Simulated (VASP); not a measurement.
B: relaxation of cell and atoms with PBE

B:

```
B
1.0
     2.24313    0.00000    0.00000
     0.00000    3.88513    0.00000
     0.00000    0.00000    3.53438
B
4
Direct
  0.67000 0.82000 0.70000
  0.33000 0.18000 0.70000
  0.17000 0.68000 0.30000
  0.83000 0.32000 0.30000
```

```yaml
Program: VASP 6.6.1
Task: relaxation of cell and atoms
Functional: PBE
Potentials_or_basis: VASP PAW PBE potentials, release 64 (B)
Cutoff: 600 eV
k_mesh: 8 × 4 × 6
Occupations: gaussian, width 0.1 eV
Spin: no spin polarisation
Dipole_correction: no
Further_INCAR_settings: ALGO = Normal; EDIFF = 1e-06; IBRION = 2; EDIFFG = -0.04; NSW = 90; ISIF = 3
```

```
Relaxed volume                         : 7.71 Å³/atom
Relaxed cell                           : a = 1.647 Å, b = 6.598 Å, c = 2.838 Å, α = 90.00°, β = 90.00°, γ = 90.00°
Space group after relaxing (to 0.05 Å) : Pnnm (No. 58)
Energy gained by relaxing              : 1090.7 meV/atom
Ionic steps                            : 33
Pressure after relaxing                : 0.3 GPa
Largest force after relaxing           : 0.011 eV/Å
Band gap on the k mesh                 : zero (band 6 reaches 11.32 eV, above the bottom of band 7 at 2.86 eV)
```

Forces in eV/Å, atoms in the order of the input:
```
B    0.004 -0.008  0.006
B   -0.004  0.008  0.006
B    0.004  0.008 -0.006
B   -0.004 -0.008 -0.006
```

Stress tensor (GPa, compression positive):
```
0.03 0.00 0.00
0.00 0.38 0.00
0.00 0.00 0.40
```

The path:
```tsv
step	energy change (eV)	largest force (eV/Å)	pressure (GPa)	volume (Å³)
1	0.0000	1.4110	-3.88	30.80
2	-0.9827	1.5542	-14.50	29.83
3	-0.9489	5.7569	34.99	26.41
4	-1.3734	4.7074	13.55	27.46
5	-1.5234	3.0990	-7.32	28.74
6	-1.5723	3.5448	-2.28	28.37
7	-1.9012	3.5337	-0.47	28.03
8	-2.4717	2.9105	9.95	27.09
9	-1.0720	1.7564	95.32	24.49
10	-2.6151	2.6158	18.98	26.67
11	-2.5471	2.1398	47.42	25.66
12	-2.7174	2.3326	29.53	26.24
13	-2.7077	2.2995	34.61	26.07
14	-3.0798	1.2518	21.24	27.16
15	-3.3561	0.5606	6.04	29.35
16	-3.3694	0.5241	3.97	29.83
17	-3.3742	0.5027	2.08	30.41
18	-3.4630	0.5436	-2.51	30.68
19	-3.5822	0.4653	-12.66	31.45
20	-3.6268	0.4835	-12.48	31.36
21	-3.7883	0.5482	-12.12	31.08
22	-4.0076	0.3854	-6.47	30.42
23	-4.0122	0.4165	-5.41	30.29
24	-4.1162	0.5194	-0.94	29.98
25	-4.2089	0.7229	15.68	28.99
26	-4.2285	0.6049	10.15	29.28
27	-4.2946	0.5358	7.73	29.74
28	-4.3417	0.1390	4.38	30.61
29	-4.3436	0.1512	4.88	30.46
30	-4.3612	0.0614	-1.05	30.95
31	-4.3616	0.0700	-0.36	30.89
32	-4.3625	0.0400	-0.08	30.87
33	-4.3629	0.0109	0.27	30.85
```

Final structure:
```cif
data_structure
_symmetry_space_group_name_H-M 'P 1'
_symmetry_Int_Tables_number 1
_cell_length_a 1.6472
_cell_length_b 6.5985
_cell_length_c 2.8381
_cell_angle_alpha 90.000
_cell_angle_beta 90.000
_cell_angle_gamma 90.000
_cell_volume 30.85
loop_
_atom_site_label
_atom_site_type_symbol
_atom_site_fract_x
_atom_site_fract_y
_atom_site_fract_z
_atom_site_occupancy
B1 B 0.74042 0.81272 0.74989 1
B2 B 0.25958 0.18728 0.74989 1
B3 B 0.24042 0.68728 0.25011 1
B4 B 0.75958 0.31272 0.25011 1
```

Levels at points of the mesh, in eV from the Fermi level:
| k point | band 3 | band 4 | band 5 | band 6 | band 7 | band 8 | band 9 | band 10 |
| --- | --- | --- | --- | --- | --- | --- | --- | --- |
| (0.00, 0.00, 0.00) | -10.25 | -6.11 | -5.70 | -4.65 | -3.82 | 2.34 | 3.02 | 5.99 |
| (0.50, 0.00, 0.00) | -7.76 | -7.76 | 3.30 | 3.30 | 5.98 | 5.98 | 6.33 | 6.33 |
| (0.00, 0.50, 0.00) | -8.44 | -8.44 | -5.91 | -5.91 | 0.86 | 0.86 | 2.74 | 2.74 |
| (0.50, 0.50, 0.00) | -7.91 | -7.91 | 4.29 | 4.29 | 4.53 | 4.53 | 6.45 | 6.45 |
| (0.00, 0.00, 0.50) | -13.00 | -12.99 | -6.82 | -6.81 | -1.40 | -1.40 | 4.17 | 4.17 |
| (0.50, 0.00, 0.50) | -7.02 | -7.02 | 2.40 | 2.40 | 2.44 | 2.44 | 5.78 | 5.78 |
| (0.00, 0.50, 0.50) | -13.34 | -13.34 | -6.34 | -6.34 | -2.52 | -2.52 | 6.24 | 6.24 |
| (0.50, 0.50, 0.50) | -7.03 | -7.03 | 2.36 | 2.36 | 2.37 | 2.37 | 6.07 | 6.07 |

Wall time 6.4 min on 1 thread of AMD EPYC 7R43 64-Core Processor (Zen 3) (shared host), peak memory 0.11 GiB.

Caveat: the k points lie up to 0.48 Å⁻¹ apart in the final cell.
